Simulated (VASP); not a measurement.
A run of VASP 6.6.1:

Contents of INCAR:

```
SYSTEM = TaN
ALGO = Normal
EDIFF = 1E-6
ENCUT = 520
GGA = PE
ISIF = 2
ISMEAR = 0
LASPH = .TRUE.
LCHARG = .TRUE.
LELF = .TRUE.
LREAL = .FALSE.
LVHAR = .TRUE.
LWAVE = .FALSE.
NBANDS = 24
NELM = 100
PREC = Accurate
SIGMA = 0.1
```

The input KPOINTS:

```
k-points
0
G
  18 18 8
  0 0 0
```

POSCAR

```
TaN
1.0
    2.9754657235      0.0000000000      0.0000000000
   -1.4877328617      2.5768289046      0.0000000000
    0.0000000000      0.0000000000      5.8439885040
Ta N
2 2
Direct
    0.0000000000      0.0000000000      0.0000000000
    0.0000000000      0.0000000000      0.5000000000
    0.3333333333      0.6666666667      0.2500000000
    0.6666666667      0.3333333333      0.7500000000
```

Potentials or basis: VASP PAW PBE potentials, release 64 (Ta_pv, N).

Command:

```bash
$ cat potpaw_PBE.64/Ta_pv/POTCAR potpaw_PBE.64/N/POTCAR > POTCAR
$ mpirun -np 1 vasp_std > vasp.out
```

Hardware: 1 thread of Intel(R) Xeon(R) Platinum 8259CL CPU @ 2.50GHz (Skylake/Cascade Lake), on a shared host.

Task: How long does it take, and how much memory?

Result: Wall time 3 min on 1 thread of Intel(R) Xeon(R) Platinum 8259CL CPU @ 2.50GHz (Skylake/Cascade Lake) (shared host), peak memory 0.3 GiB. Counts: scf iterations 13, k points 185.
